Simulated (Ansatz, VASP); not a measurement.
## InSb3 in VASP and in Ansatz

INCAR

```
  ALGO = Normal
  EDIFF = 1E-7
  ENCUT = 520
  GGA = PS
  ISIF = 2
  ISMEAR = 0
  LASPH = T
  LCHARG = T
  LELF = T
  LREAL = F
  LVHAR = T
  LWAVE = F
  NBANDS = 22
  NELM = 80
  PREC = Accurate
  SIGMA = 0.15
```

File KPOINTS:

```
k-points
0
Gamma
  8 8 8
```

POSCAR

```
InSb3
1.0
    4.6811776833      0.0000000000      0.0000000000
    0.0000000000      4.6811776833      0.0000000000
    0.0000000000      0.0000000000      4.6811776833
In Sb
1 3
Direct
    0.0000000000      0.0000000000      0.0000000000
    0.5000000000      0.0000000000      0.5000000000
    0.0000000000      0.5000000000      0.5000000000
    0.5000000000      0.5000000000      0.0000000000
```

Input for Ansatz:

```yaml
crystal:
  lattice:
    - [4.6811776833, 0.0, 0.0]
    - [0.0, 4.6811776833, 0.0]
    - [0.0, 0.0, 4.6811776833]
  atoms:
    - { symbol: In, position: [0.0, 0.0, 0.0] }
    - { symbol: Sb, position: [0.5, 0.0, 0.5] }
    - { symbol: Sb, position: [0.0, 0.5, 0.5] }
    - { symbol: Sb, position: [0.5, 0.5, 0.0] }
basis:
  ecutwfc: 420
kpoints:
  mp_grid: { grid: [8, 8, 8] }
hamiltonian:
  xc: pbesol
  pseudopotentials: { kind: paw, azcp: { folder: soft_1 } }
scf:
  occupations: { method: gaussian, width: 0.15 }
output:
  forces: true
  stress: true
  eigenvalues: true
```

Change from the starting cell: equal engineering shear yz, xz and xy +0.0000, equal normal strain along x, y and z -0.0100.

Alike in both runs: task single point; functional PBEsol; k mesh 8 × 8 × 8; occupations gaussian, width 0.15 eV; no spin polarisation.

|  | VASP | Ansatz |
| --- | --- | --- |
| version | VASP 6.6.1 | Ansatz 0.2.0 |
| potentials or method | VASP PAW PBE potentials, release 64 (In_d, Sb), cutoff 520 eV | scalar-relativistic, plane waves, PAW |
| valence electrons in the cell | 28 | 58 |

|  | VASP | Ansatz | Ansatz less VASP |
| --- | --- | --- | --- |
| gap on the k mesh at the Fermi level (eV) | none | none | - |
| pressure (GPa) | 2.0 | 2.0 | -0.01 |

VASP's potentials were made for PBE, not for PBEsol, and Ansatz warns of the same on its side. A gap of «none» marks a metal or a gap that the smearing closes. VASP's potentials hold 28 valence electrons a cell and Ansatz's 58, so a difference there can come from the potentials and not from the codes.

Neither program's run includes spin-orbit coupling.
